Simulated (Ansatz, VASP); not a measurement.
## Ti2SnTe3: VASP beside Ansatz

The input INCAR:

```
SYSTEM = Ti2SnTe3
  PREC = Accurate
  ENCUT = 520
  EDIFF = 1E-7
  ISMEAR = 0
  SIGMA = 0.1
  LREAL = .False.
  LASPH = .True.
  NELM = 80
  ALGO = Normal
  ISIF = 2
  LWAVE = .False.
  LCHARG = .False.
  GGA = PE
  NBANDS = 37
```

The input KPOINTS:

```
Automatic mesh
0
Gamma
  6 6 2
  0 0 0
```

Contents of POSCAR:

```
Ti2SnTe3
1.0
    4.6046454900      0.0000000000      0.0000000000
   -2.3023227500      3.9877399700      0.0000000000
    0.0000000000      0.0000000000      9.1478343600
Ti Sn Te
2 1 3
Direct
    0.0000000000      0.0000000000      0.2450700000
    0.0000000000      0.0000000000      0.7549300000
    0.3333333300      0.6666666700      0.0000000000
    0.3333333300      0.6666666700      0.5000000000
    0.6666666700      0.3333333300      0.0000000000
    0.6666666700      0.3333333300      0.5000000000
```

Input for Ansatz:

```yaml
crystal:
  lattice:
    - [4.60464549, 0.0, 0.0]
    - [-2.30232275, 3.98773997, 0.0]
    - [0.0, 0.0, 9.14783436]
  atoms:
    - { symbol: Ti, position: [0.0, 0.0, 0.24507] }
    - { symbol: Ti, position: [0.0, 0.0, 0.75493] }
    - { symbol: Sn, position: [0.33333333, 0.66666667, 0.0] }
    - { symbol: Te, position: [0.33333333, 0.66666667, 0.5] }
    - { symbol: Te, position: [0.66666667, 0.33333333, 0.0] }
    - { symbol: Te, position: [0.66666667, 0.33333333, 0.5] }
basis:
  ecutwfc: 420
kpoints:
  mp_grid: { grid: [6, 6, 2] }
hamiltonian:
  xc: pbe
scf:
  occupations: { method: gaussian, width: 0.1 }
  lower_state_search: "off"
output:
  forces: true
  stress: true
  eigenvalues: true
```

Change from the starting cell: species swapped into the Eu2Ge3Au type (P-6m2, No. 187).

Alike in both runs: task single point; functional PBE; k mesh 6 × 6 × 2; occupations gaussian, width 0.1 eV; no spin polarisation.

```csv
,VASP,Ansatz
version,VASP 6.6.1,Ansatz 0.2.0
potentials or method,"VASP PAW PBE potentials, release 64 (Ti_sv, Sn_d, Te), cutoff 520 eV","scalar-relativistic, plane waves, PAW"
valence electrons in the cell,56,86
```

VASP gave:

* gap on the k mesh at the Fermi level (eV): none
* pressure (GPa): 8.1
* traceless stress, the component that is largest in VASP (GPa): -20.59
* rms of the force components (eV/Å): 0.054

Question: What did Ansatz give for the same quantities?

Answer: gap on the k mesh at the Fermi level (eV): none; pressure (GPa): 8.1; traceless stress, the component that is largest in VASP (GPa): -20.55; rms of the force components (eV/Å): 0.053.

Atom by atom the forces differ by 0.001 eV/Å (rms over components). A gap of «none» marks a metal or a gap that the smearing closes. The functional is the same, so the differences come from potentials, cutoffs and numerics. VASP's potentials hold 56 valence electrons a cell and Ansatz's 86, so a difference there can come from the potentials and not from the codes.

Spin-orbit coupling is off throughout.
